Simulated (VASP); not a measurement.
# Rb (Im-3m) in VASP: settings compared

Rb is run at these levels: PBE, PBE0; tasks: single point.

Program: VASP 6.6.1. These are calculated values, not measurements. Logs are shortened: lines on timing, memory, paths and dates and some standing lists are left out, and cuts for length are marked.

## (1) The cell of the first run

It takes space group Im-3m (No. 229, cubic). Conventional cell: a = 5.672 Å, b = 5.672 Å, c = 5.672 Å, α = 90.00°, β = 90.00°, γ = 90.00°.

## (2) Single point, PBE

File INCAR:

```
SYSTEM = Rb
PREC = Accurate
ENCUT = 520
EDIFF = 1E-7
ISMEAR = -1
SIGMA = 0.1
LREAL = .FALSE.
LASPH = .TRUE.
NELM = 60
ALGO = Normal
ISIF = 2
LWAVE = .FALSE.
LCHARG = .FALSE.
GGA = PE
NBANDS = 10
```

File KPOINTS:

```
Automatic mesh
0
G
  13 13 13
  0 0 0
```

File POSCAR:

```
Rb
1.0
   -2.8359049291      2.8359049291      2.8359049291
    2.8359049291     -2.8359049291      2.8359049291
    2.8359049291      2.8359049291     -2.8359049291
Rb
1
Direct
    0.0000000000      0.0000000000      0.0000000000
```

Potentials or basis: VASP PAW PBE potentials, release 64 (Rb_sv).

The run is started by

```sh
$ cat potpaw_PBE.64/Rb_sv/POTCAR > POTCAR
$ mpirun -np 1 vasp_std > vasp.out
```

OUTCAR:

```text
SYSTEM = Rb
   PREC = Accurate
   ENCUT = 520
   EDIFF = 1E-7
   ISMEAR = -1
   LREAL = .FALSE.
   LASPH = .TRUE.
   NELM = 60
   ISIF = 2
   GGA = PE

 ion  position               nearest neighbor table
   1  0.000  0.000  0.000-

  LATTYP: Found a body centered cubic cell.
 ALAT       =     5.6718098582

  Lattice vectors:

 A1 = (  -2.8359049291,   2.8359049291,   2.8359049291)
 A2 = (   2.8359049291,  -2.8359049291,   2.8359049291)
 A3 = (   2.8359049291,   2.8359049291,  -2.8359049291)

Analysis of symmetry for initial positions (statically):
=====================================================================
 Subroutine PRICEL returns:
 Original cell was already a primitive cell.

 Routine SETGRP: Setting up the symmetry group for a
 body centered cubic supercell.

 Subroutine GETGRP returns: Found 48 space group operations
 (whereof 48 operations were pure point group operations)
 out of a pool of 48 trial point group operations.

The static configuration has the point symmetry O_h .

Analysis of symmetry for dynamics (positions and initial velocities):
=====================================================================
 Subroutine PRICEL returns:
 Original cell was already a primitive cell.

 Routine SETGRP: Setting up the symmetry group for a
 body centered cubic supercell.

 Subroutine GETGRP returns: Found 48 space group operations
 (whereof 48 operations were pure point group operations)
 out of a pool of 48 trial point group operations.

The dynamic configuration has the point symmetry O_h .

 Subroutine INISYM returns: Found 48 space group operations
 (whereof 48 operations are pure point group operations),
 and found     1 'primitive' translations

----------------------------------------------------------------------------------------

                                     Primitive cell

  volume of cell :      91.2294

  direct lattice vectors                    reciprocal lattice vectors
    -2.835904929  2.835904929  2.835904929     0.000000000  0.176310565  0.176310565
     2.835904929 -2.835904929  2.835904929     0.176310565  0.000000000  0.176310565
     2.835904929  2.835904929 -2.835904929     0.176310565  0.176310565  0.000000000

  length of vectors
     4.911931423  4.911931423  4.911931423     0.249340792  0.249340792  0.249340792
[... 75 lines left out ...]
   LSORBIT =      F    spin-orbit coupling
   LASPH  =      T    aspherical Exc in radial PAW
   ENCUT  =  520.0 eV  38.22 Ry    6.18 a.u.   9.13  9.13  9.13*2*pi/ulx,y,z
   NELM   =     60;   NELMIN=  2; NELMDL= -5     # of ELM steps
   EDIFF  = 0.1E-06   stopping-criterion for ELM
   LREAL  =      F    real-space projection
   EDIFFG = 0.1E-05   stopping-criterion for IOM
   NSW    =      0    number of steps for IOM
   IBRION =     -1    ionic relax: 0-MD 1-quasi-New 2-CG
   NFREE  =      0    steps in history (QN), initial steepest desc. (CG)
   ISIF   =      2    stress and relaxation
   ISYM   =      2    0-nonsym 1-usesym 2-fastsym
   POTIM  = 0.5000    time-step for ionic-motion
   TEBEG  =    0.0;   TEEND  =   0.0 temperature during run
   PSTRESS=    0.0 pullay stress
   NELECT =       9.0000    total number of electrons
   NUPDOWN=      -1.0000    fix difference up-down
   EMIN   =  10.00;   EMAX   =-10.00  energy-range for DOS
   EFERMI =   0.00;   METHOD = LEGACY
   ISMEAR =    -1;   SIGMA  =   0.10  broadening in eV -4-tet -1-fermi 0-gaus
   EFERMI_NEDOS =   21; number of points for ismear=-14 and -15
   IALGO  =     38    algorithm
   IMIX   =      4    mixing-type and parameters
     AMIX     =   0.40;   BMIX     =  1.00
     AMIX_MAG =   1.60;   BMIX_MAG =  1.00
  volume/ion in A,a.u.               =      91.23       615.65
  Fermi-wavevector in a.u.,A,eV,Ry     =   0.756445  1.429474  7.785376  0.572209
  Thomas-Fermi vector in A             =   1.854567
   LORBIT       =      0    0 simple, 1 ext, 2 COOP (PROOUT), +10 PAW based schemes
   GGA     = PE    functional components
   LHFCALC =     F    Hartree Fock is set to
   AEXX    =    0.0000 exact exchange contribution
   IVDW    =     0    specifies the selected vdW correction
   LEPSILON=     F    determine dielectric tensor
   LRPA    =     F    only Hartree local field effects (RPA)
 non-spin polarized calculation
  energy-cutoff  :      520.00
  volume of cell :       91.23
 maximum number of plane-waves:      2491
 NGX is ok and might be reduce to    40
   NGX = 19   NGY = 19   NGZ = 19

 number of electron       9.0000000 magnetization

 Free energy of the ion-electron system (eV)
  ---------------------------------------------------
  ext. energy  EPLUGINS =         0.00000000
  ---------------------------------------------------
  free energy    TOTEN  =        -0.95116838 eV

  energy without entropy =       -0.92124452  energy(sigma->0) =       -0.93620645

 E-fermi :   0.0074     XC(G=0):  -5.4601

 val. band max:       -0.0004843072   @ k =  -0.3077   0.3077   0.3077
 cond. band min:       0.0288891308   @ k =  -0.3846   0.4615   0.0769
 fundamental gap:      0.0293734380
 Fermi energy:         0.0073924150

 k-point     1 :       0.0000    0.0000    0.0000
  band No.  band energies     occupation
      1     -28.8970      2.00000
      2     -12.9395      2.00000
      3     -12.9395      2.00000
      4     -12.9395      2.00000
      5      -1.9621      2.00000
      6       3.6833      0.00000
      7       3.6833      0.00000
      8       3.6833      0.00000
      9       4.6145      0.00000
     10       4.6145      0.00000
[... 287 lines left out ...]
 k-point    24 :       0.2308    0.0769    0.0769
  band No.  band energies     occupation
      1     -28.8940      2.00000
      2     -13.0066      2.00000
      3     -12.9603      2.00000
      4     -12.9442      2.00000
      5      -0.7933      1.99933
      6       2.0381      0.00000
      7       2.5545      0.00000
      8       4.4323      0.00000
      9       4.6991      0.00000
     10       4.8090      0.00000

 [... further k-points ...]
[... 5 lines left out ...]
  --------------------------------------------------------------------------------------
  -------------------------------------------------------------------------------------
  Total        0.0004678      0.0004678      0.0004678      0.0000000      0.0000000     -0.0000000
  in kB        0.0082161      0.0082161      0.0082161      0.0000000      0.0000000     -0.0000000
  external PRESSURE =       0.0082161 kB  Pullay stress =       0.0000000 kB

 VOLUME and BASIS-vectors are now :
 -----------------------------------------------------------------------------
  energy-cutoff  :      520.00
  volume of cell :       91.23
      direct lattice vectors                 reciprocal lattice vectors
    -2.835904929  2.835904929  2.835904929     0.000000000  0.176310565  0.176310565
     2.835904929 -2.835904929  2.835904929     0.176310565  0.000000000  0.176310565
     2.835904929  2.835904929 -2.835904929     0.176310565  0.176310565  0.000000000

 POSITION                                       TOTAL-FORCE (eV/Angst)
 -----------------------------------------------------------------------------------
      0.00000      0.00000      0.00000         0.000000     -0.000000      0.000000
 -----------------------------------------------------------------------------------
    total drift:                                0.000000      0.000000     -0.000000

  FREE ENERGIE OF THE ION-ELECTRON SYSTEM (eV)
  ---------------------------------------------------
  free  energy   TOTEN  =        -0.9511683850 eV

  energy  without entropy=       -0.9212445204  energy(sigma->0) =       -0.93620645
```

OSZICAR:

```text
N       E                     dE             d eps       ncg     rms          rms(c)
DAV:   1     0.434300507127E+02    0.43430E+02   -0.33336E+03  1680   0.663E+02
DAV:   2     0.188860689830E+01   -0.41541E+02   -0.40673E+02  1864   0.126E+02
DAV:   3    -0.840972916805E+00   -0.27296E+01   -0.27232E+01  2246   0.326E+01
DAV:   4    -0.947892422720E+00   -0.10692E+00   -0.10642E+00  2398   0.550E+00
DAV:   5    -0.949567197411E+00   -0.16748E-02   -0.16746E-02  2278   0.626E-01    0.122E+00
DAV:   6    -0.950121770471E+00   -0.55457E-03   -0.18858E-03  2366   0.248E-01    0.733E-01
DAV:   7    -0.951042444870E+00   -0.92067E-03   -0.31322E-03  1948   0.321E-01    0.456E-02
DAV:   8    -0.951157435310E+00   -0.11499E-03   -0.12121E-04  1938   0.862E-02    0.186E-02
DAV:   9    -0.951168572474E+00   -0.11137E-04   -0.10675E-05  2256   0.252E-02    0.497E-03
DAV:  10    -0.951168338068E+00    0.23441E-06   -0.33997E-06  2412   0.101E-02    0.111E-03
DAV:  11    -0.951168384952E+00   -0.46885E-07   -0.11216E-07  1570   0.217E-03
   1 F= -.95116838E+00 E0= -.93620645E+00  d E =-.299239E-01
```

stdout:

```text
POSCAR found type information on POSCAR Rb
 POSCAR found :  1 types and       1 ions
 scaLAPACK will be used
 LDA part: xc-table for (Slater+PW92), standard interpolation
 POSCAR, INCAR and KPOINTS ok, starting setup
 FFT: planning ... GRIDC
 FFT: planning ... GRID_SOFT
 FFT: planning ... GRID
 WAVECAR not read
 entering main loop
```

Run time: 1.9 min. Hardware: 1 thread of Intel Xeon Platinum 8259CL at 2.50GHz (Skylake/Cascade Lake), shared host; peak memory 0.26 GiB.

What came out:

```yaml
Free_energy: -0.9512 eV
Pressure: 0.0 GPa
```

Levels at points of the mesh, in eV from the Fermi level:
```tsv
k point	band 1	band 2	band 3	band 4	band 5	band 6	band 7	band 8
(0.00, 0.00, 0.00)	-28.90	-12.95	-12.95	-12.95	-1.97	3.68	3.68	3.68
```

## (3) Single point, PBE (volume scaled by 1.04)

File INCAR:

```
PREC = Accurate
ENCUT = 520
EDIFF = 1E-6
ISMEAR = -1
SIGMA = 0.1
LREAL = False
LASPH = True
NELM = 80
ALGO = Normal
ISIF = 2
LWAVE = False
LCHARG = False
GGA = PE
NBANDS = 10
```

File KPOINTS:

```
regular mesh
0
Gamma
  13 13 13
```

File POSCAR:

```
Rb
1.0
   -2.8732237473      2.8732237473      2.8732237473
    2.8732237473     -2.8732237473      2.8732237473
    2.8732237473      2.8732237473     -2.8732237473
Rb
1
Direct
    0.0000000000      0.0000000000      0.0000000000
```

Potentials or basis: VASP PAW PBE potentials, release 64 (Rb_sv).

The run is started by

```sh
$ cat potpaw_PBE.64/Rb_sv/POTCAR > POTCAR
$ mpirun -np 1 vasp_std > vasp.out
```

Wall time 76 s (1 thread of Intel Xeon Platinum 8259CL at 2.50GHz (Skylake/Cascade Lake), shared host); peak memory 0.27 GiB.

Results (log left out):

* Free energy: -0.9500 eV
* Pressure: -0.1 GPa

Levels at points of the mesh, in eV from the Fermi level:
| k point | band 1 | band 2 | band 3 | band 4 | band 5 | band 6 | band 7 | band 8 |
| --- | --- | --- | --- | --- | --- | --- | --- | --- |
| (0.00, 0.00, 0.00) | -28.93 | -12.97 | -12.97 | -12.97 | -1.92 | 3.64 | 3.64 | 3.64 |

[end of part 1 of 3]
